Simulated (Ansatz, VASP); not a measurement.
# FeO in VASP and in Ansatz

```
CELL_PARAMETERS angstrom
2.58361 -1.57494 0.00000
2.58361 1.57494 0.00000
-1.32695 0.00000 4.99394
ATOMIC_POSITIONS crystal
Fe 0.50000 0.50000 0.50000
Fe 0.00000 0.00000 0.00000
O 0.75000 0.75000 0.25000
O 0.25000 0.25000 0.75000
```

Alike in both runs: task single point; functional r2SCAN; k mesh 8 × 8 × 5; occupations gaussian, width 0.1 eV; collinear spin.

```csv
,VASP,Ansatz
version,VASP 6.6.1,Ansatz 0.2.0
potentials or method,"VASP PAW PBE potentials, release 64 (Fe, O), cutoff 520 eV","plane waves, PAW"
valence electrons in the cell,28,44
```

|  | VASP | Ansatz | Ansatz less VASP |
| --- | --- | --- | --- |
| pressure (GPa) | -2.9 | -3.1 | -0.13 |
| traceless stress, the component that is largest in VASP (GPa) | 4.88 | 4.91 | +0.029 |
| net moment per atom (μB) | 0.00 | 0.00 | 0.000 |
| size of the moment on the site where the two differ most (μB) | 3.55 | 3.33 | -0.218 |

VASP's potentials were made for PBE, not for r2SCAN. Site moments also hang on the region over which each program counts them. The functional is the same, so the differences come from potentials, cutoffs and numerics. VASP's potentials hold 28 valence electrons a cell and Ansatz's 44, so a difference there can come from the potentials and not from the codes. Ansatz's warnings: stability check not made.
